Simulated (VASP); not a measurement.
# Sc12C (a cell with a defect) in VASP: further runs

Sc12C (a cell with a defect) is run at these levels: PBE; tasks: single point.

Everything below comes from runs of VASP 6.6.1. Logs are shortened: lines on timing, memory, paths and dates and some standing lists are left out, and cuts for length are marked.

## (1) The cell of the first run

The cell holds a defect, 13 atoms: a = 6.620 Å, b = 9.930 Å, c = 5.276 Å, α = 90.00°, β = 90.00°, γ = 120.00°.

## (2) Single point, PBE

The input, INCAR:

```
SYSTEM = Sc12C
PREC = Accurate
ENCUT = 520
EDIFF = 1E-6
ISMEAR = 0
SIGMA = 0.05
LREAL = .FALSE.
LASPH = .TRUE.
NELM = 80
ALGO = Normal
ISIF = 2
LWAVE = .FALSE.
LCHARG = .TRUE.
GGA = PE
LELF = .TRUE.
LVHAR = .TRUE.
NBANDS = 80
```

The input, KPOINTS:

```
Automatic mesh
0
G
  3 2 3
  0 0 0
```

The input, POSCAR:

```
Sc12C
1.0
    6.6200000000      0.0000000000      0.0000000000
   -4.9650000000      8.5996320000      0.0000000000
    0.0000000000      0.0000000000      5.2761400000
Sc C
12 1
Direct
    0.0021574742      0.0020881126     -0.0013670979
    0.1813964397      0.2415954543      0.4888382416
   -0.0024493765      0.3392830065      0.0007196549
    0.1578307422      0.5506003048      0.5068682787
    0.0025258545      0.6637466580      0.0048006687
    0.1744380679      0.8806976857      0.4921355385
    0.4932974503     -0.0084050108      0.0017275887
    0.6653286152      0.2235996843      0.4921931564
    0.5111392532      0.3440354192     -0.0029322573
    0.6681314238      0.5526974875      0.5007088515
    0.4855486192      0.6587137682      0.0061654922
    0.6487749842      0.8806772197      0.4926539099
    0.0046269767      0.0050694030      0.5784037194
```

Potentials or basis: VASP PAW PBE potentials, release 64 (Sc_sv, C).

Run with:

```sh
$ cat potpaw_PBE.64/Sc_sv/POTCAR potpaw_PBE.64/C/POTCAR > POTCAR
$ mpirun -np 1 vasp_std > vasp.out
```

OUTCAR:

```text
SYSTEM = Sc12C
   PREC = Accurate
   ENCUT = 520
   EDIFF = 1E-6
   ISMEAR = 0
   LREAL = .FALSE.
   LASPH = .TRUE.
   NELM = 80
   ISIF = 2
   GGA = PE

 ion  position               nearest neighbor table
   1  0.002  0.002  0.999-  13 2.22  12 3.30   6 3.30   7 3.30   2 3.31   7 3.32  12 3.35   6 3.36
                             5 3.36   3 3.36   9 3.38   2 3.39  11 3.42
   2  0.181  0.242  0.489-  13 2.09   4 3.15  10 3.16   3 3.20   9 3.21   9 3.28   8 3.30   3 3.30
                             1 3.31   8 3.33   1 3.39
   3  0.998  0.339  0.001-   4 3.18   2 3.20  11 3.20   5 3.21   8 3.22   4 3.23   9 3.24   8 3.29
                             2 3.30   1 3.36   9 3.38   7 3.40
   4  0.158  0.551  0.507-   2 3.15   3 3.18   5 3.22   6 3.23   3 3.23  11 3.24   5 3.24  11 3.24
                            10 3.25   8 3.25  12 3.26  10 3.37
   5  0.003  0.664  0.005-   6 3.18   3 3.21   9 3.21   4 3.22  11 3.22   4 3.24  10 3.24   7 3.25
                            10 3.28   6 3.29   1 3.36  11 3.40
   6  0.174  0.881  0.492-  13 2.09  12 3.14   7 3.17   5 3.18   4 3.23   7 3.25   5 3.29   1 3.30
                            10 3.31   8 3.33   1 3.36
   7  0.493  0.992  0.002-   6 3.17  12 3.18   6 3.25   5 3.25  12 3.26   8 3.27  11 3.28   1 3.30
                             1 3.32   8 3.35   3 3.40
   8  0.665  0.224  0.492-   3 3.22   9 3.24   4 3.25  10 3.26   7 3.27   9 3.28   3 3.29   2 3.30
                             6 3.33   2 3.33   7 3.35  12 3.35
   9  0.511  0.344  0.997-  10 3.17  10 3.21   2 3.21  11 3.21   5 3.21   8 3.24   3 3.24   2 3.28
                             8 3.28   3 3.38   1 3.38
  10  0.668  0.553  0.501-   2 3.16   9 3.17   9 3.21   5 3.24   4 3.25   8 3.26  11 3.26   5 3.28
                             6 3.31  11 3.31  12 3.32   4 3.37
  11  0.486  0.659  0.006-  12 3.20   3 3.20   9 3.21   5 3.22   4 3.24   4 3.24  10 3.26   7 3.28
                            10 3.31  12 3.31   5 3.40   1 3.42
  12  0.649  0.881  0.493-  13 2.09   6 3.14   7 3.18  11 3.20   7 3.26   4 3.26   1 3.30  11 3.31
                            10 3.32   1 3.35   8 3.35
  13  0.005  0.005  0.578-   2 2.09  12 2.09   6 2.09   1 2.22

  LATTYP: Found a simple monoclinic cell.
 ALAT       =     6.6200000000
 B/A-ratio  =     0.7970000000
 C/A-ratio  =     1.3228756170
 COS(beta)  =    -0.1889822420

  Lattice vectors:

 A1 = (   6.6200000000,   0.0000000000,   0.0000000000)
 A2 = (   0.0000000000,   0.0000000000,   5.2761400000)
 A3 = (  -1.6550000000,  -8.5996320000,   0.0000000000)

Analysis of symmetry for initial positions (statically):
=====================================================================
 Subroutine PRICEL returns:
 Original cell was already a primitive cell.

 Routine SETGRP: Setting up the symmetry group for a
[... 163 lines left out ...]
   IALGO  =     38    algorithm
   IMIX   =      4    mixing-type and parameters
     AMIX     =   0.40;   BMIX     =  1.00
     AMIX_MAG =   1.60;   BMIX_MAG =  1.00
  volume/ion in A,a.u.               =      23.11       155.92
  Fermi-wavevector in a.u.,A,eV,Ry     =   1.257100  2.375574 21.501284  1.580300
  Thomas-Fermi vector in A             =   2.390775
   LORBIT       =      0    0 simple, 1 ext, 2 COOP (PROOUT), +10 PAW based schemes
   GGA     = PE    functional components
   LHFCALC =     F    Hartree Fock is set to
   AEXX    =    0.0000 exact exchange contribution
   IVDW    =     0    specifies the selected vdW correction
   LEPSILON=     F    determine dielectric tensor
   LRPA    =     F    only Hartree local field effects (RPA)
 non-spin polarized calculation
 Gauss-broadening in eV      SIGMA  =   0.05
  energy-cutoff  :      520.00
  volume of cell :      300.37
 maximum number of plane-waves:      8103
 NGX is ok and might be reduce to    50
   NGX = 25   NGY = 37   NGZ = 19

 number of electron     136.0000003 magnetization

 Free energy of the ion-electron system (eV)
  ---------------------------------------------------
  ext. energy  EPLUGINS =         0.00000000
  ---------------------------------------------------
  free energy    TOTEN  =       -83.70059188 eV

  energy without entropy =      -83.67240017  energy(sigma->0) =      -83.68649603

 E-fermi :   3.7279     XC(G=0):  -9.9352

 val. band max:        3.7213525383   @ k =   0.3333   0.0000   0.3333
 cond. band min:       3.7515663818   @ k =   0.0000   0.0000   0.3333
 fundamental gap:      0.0302138436
 Fermi energy:         3.7279012325

 k-point     1 :       0.0000    0.0000    0.0000
  band No.  band energies     occupation
      1     -45.7707      2.00000
      2     -45.7121      2.00000
      3     -45.6535      2.00000
      4     -45.6277      2.00000
      5     -45.6176      2.00000
      6     -45.6093      2.00000
[... 819 lines left out ...]
     79       4.7496      0.00000
     80       4.8544      0.00000

------------------------ aborting loop because EDIFF is reached ----------------------------------------

  FORCE on cell =-STRESS in cart. coord.  units (eV):
  Direction    XX          YY          ZZ          XY          YZ          ZX
  --------------------------------------------------------------------------------------
  -------------------------------------------------------------------------------------
  Total        4.2938382      4.6266305     -0.9949396      0.1256797     -0.0956225      0.1002925
  in kB       22.9035123     24.6786405     -5.3070493      0.6703810     -0.5100542      0.5349645
  external PRESSURE =      14.0917011 kB  Pullay stress =       0.0000000 kB

 VOLUME and BASIS-vectors are now :
 -----------------------------------------------------------------------------
  energy-cutoff  :      520.00
  volume of cell :      300.37
      direct lattice vectors                 reciprocal lattice vectors
     6.620000000  0.000000000  0.000000000     0.151057402  0.087213034  0.000000000
    -4.965000000  8.599632000  0.000000000     0.000000000  0.116284046  0.000000000
     0.000000000  0.000000000  5.276140000     0.000000000  0.000000000  0.189532499

 POSITION                                       TOTAL-FORCE (eV/Angst)
 -----------------------------------------------------------------------------------
      0.00392      0.01796      5.26893         0.003361     -0.028513      0.101978
      0.00132      2.07763      2.57918        -0.000157     -0.016282     -0.128898
      4.91925      2.91771      0.00380         0.008679     -0.019676     -0.052615
     -1.68889      4.73496      2.67431         0.008208      0.017564      0.004083
     -3.27878      5.70798      0.02533         0.004344     -0.003346     -0.005880
     -3.21788      7.57368      2.59658         0.023182      0.011272     -0.085911
     -1.65764      8.52735      0.00911         0.006199      0.053332     -0.032393
      3.29430      1.92288      2.59688        -0.004580      0.036442     -0.145037
      1.67561      2.95858      5.26067        -0.009499     -0.039373     -0.092878
      1.67889      4.75299      2.64181        -0.011445     -0.021396     -0.062759
     -0.05618      5.66470      0.03253        -0.013635      0.011799      0.005876
     -0.07767      7.57350      2.59931        -0.019857      0.009177     -0.069129
      0.00546      0.04360      3.05174         0.005202     -0.011000      0.563565
 -----------------------------------------------------------------------------------
    total drift:                               -0.000266      0.000493     -0.000080

  FREE ENERGIE OF THE ION-ELECTRON SYSTEM (eV)
  ---------------------------------------------------
  free  energy   TOTEN  =       -83.7005918807 eV

  energy  without entropy=      -83.6724001740  energy(sigma->0) =      -83.68649603
```

stdout:

```text
POSCAR found type information on POSCAR ScC
 POSCAR found :  2 types and      13 ions
 scaLAPACK will be used
 LDA part: xc-table for (Slater+PW92), standard interpolation
 -----------------------------------------------------------------------------
|                                                                             |
|           W    W    AA    RRRRR   N    N  II  N    N   GGGG   !!!           |
|           W    W   A  A   R    R  NN   N  II  NN   N  G    G  !!!           |
|           W    W  A    A  R    R  N N  N  II  N N  N  G       !!!           |
|           W WW W  AAAAAA  RRRRR   N  N N  II  N  N N  G  GGG   !            |
|           WW  WW  A    A  R   R   N   NN  II  N   NN  G    G                |
|           W    W  A    A  R    R  N    N  II  N    N   GGGG   !!!           |
|                                                                             |
|     Your reciprocal lattice and k-lattice belong to different lattice       |
|     classes:                                                                |
|                                                                             |
|        The reciprocal lattice is simple monoclinic,                         |
|        whereas your k-lattice is hexagonal.                                 |
|                                                                             |
|     Results are often still useful ...                                      |
|                                                                             |
 -----------------------------------------------------------------------------

 POSCAR, INCAR and KPOINTS ok, starting setup
 FFT: planning ... GRIDC
 FFT: planning ... GRID_SOFT
 FFT: planning ... GRID
 WAVECAR not read
 entering main loop
```

Wall time 6.6 min (1 thread of Intel Xeon Platinum 8375C at 2.90GHz (Ice Lake), shared host); peak memory 0.45 GiB.

Results:

- Free energy: -83.7006 eV
- Pressure: 1.4 GPa
- Largest force: 0.564 eV/Å
- Band gap on the k mesh: zero (bands 68 and 69 overlap by 0.34 eV)

Forces in eV/Å, atoms in the order of the input:
```
Sc   0.003 -0.029  0.102
Sc   0.000 -0.016 -0.129
Sc   0.009 -0.020 -0.053
Sc   0.008  0.018  0.004
Sc   0.004 -0.003 -0.006
Sc   0.023  0.011 -0.086
Sc   0.006  0.053 -0.032
Sc  -0.005  0.036 -0.145
Sc  -0.009 -0.039 -0.093
Sc  -0.011 -0.021 -0.063
Sc  -0.014  0.012  0.006
Sc  -0.020  0.009 -0.069
C    0.005 -0.011  0.564
```

Caveat: the k points lie up to 0.40 Å⁻¹ apart.

## (3) Single point, PBE

The input, INCAR:

```
PREC = Accurate
ENCUT = 520
EDIFF = 1E-6
ISMEAR = 0
SIGMA = 0.05
LREAL = False
LASPH = True
NELM = 60
ALGO = Normal
ISIF = 2
LWAVE = False
LCHARG = False
GGA = PE
NBANDS = 80
```

The input, KPOINTS:

```
regular mesh
0
Gamma
  3 2 3
```

The input, POSCAR:

```
Sc12C
1.0
    6.6200000000      0.0000000000      0.0000000000
   -4.9650000000      8.5996320000      0.0000000000
    0.0000000000      0.0000000000      5.2761400000
Sc C
12 1
Direct
    0.0025614022      0.0025706914     -0.0055108469
    0.1827721433      0.2437950833      0.4951902338
   -0.0026058645      0.3394326641      0.0009156315
    0.1568685633      0.5498755063      0.5034551775
    0.0023847242      0.6641198135      0.0022196151
    0.1747731610      0.8790459871      0.4959946097
    0.4925033216     -0.0092576054      0.0011606970
    0.6642694592      0.2223336999      0.4974197046
    0.5118922247      0.3448985957     -0.0005934263
    0.6687695159      0.5531833223      0.5010357951
    0.4862232245      0.6588714494      0.0028043229
    0.6470429856      0.8795612417      0.4959263780
    0.0054330363      0.0054251159      0.5394618035
```

Potentials or basis: VASP PAW PBE potentials, release 64 (Sc_sv, C).

Run with:

```sh
$ cat potpaw_PBE.64/Sc_sv/POTCAR potpaw_PBE.64/C/POTCAR > POTCAR
$ mpirun -np 1 vasp_std > vasp.out
```

Wall time 6.4 min (1 thread of Intel Xeon Platinum 8375C at 2.90GHz (Ice Lake), shared host); peak memory 0.47 GiB.

Results (log left out):

```
Free energy            : -83.5582 eV
Pressure               : 1.4 GPa
Largest force          : 0.553 eV/Å
Band gap on the k mesh : zero (bands 68 and 69 overlap by 0.34 eV)
```

Forces in eV/Å, atoms in the order of the input:
```
Sc   0.005 -0.022 -0.063
Sc  -0.002  0.031 -0.113
Sc   0.002 -0.014 -0.031
Sc   0.001  0.007  0.010
Sc   0.000 -0.003 -0.005
Sc   0.045 -0.017 -0.084
Sc   0.006  0.039 -0.012
Sc  -0.007  0.018 -0.088
Sc  -0.008 -0.025 -0.057
Sc  -0.006 -0.015 -0.032
Sc  -0.013  0.009  0.004
Sc  -0.032 -0.010 -0.082
C    0.010  0.000  0.552
```

Stress tensor (GPa, compression positive):
```
 2.41  0.01  0.02
 0.01  2.84  0.00
 0.02  0.00 -1.17
```

Levels at points of the mesh, in eV from the Fermi level:
```
           k point  band 63  band 64  band 65  band 66  band 67  band 68  band 69  band 70  band 71  band 72
(0.00, 0.00, 0.00)    -0.52    -0.48    -0.41    -0.40    -0.30    -0.26    -0.22    -0.09     0.17     0.35
(0.00, 0.50, 0.00)    -0.60    -0.51    -0.48    -0.40    -0.35    -0.25    -0.23     0.02     0.08     0.36
```

Caveat: the k points lie up to 0.40 Å⁻¹ apart.
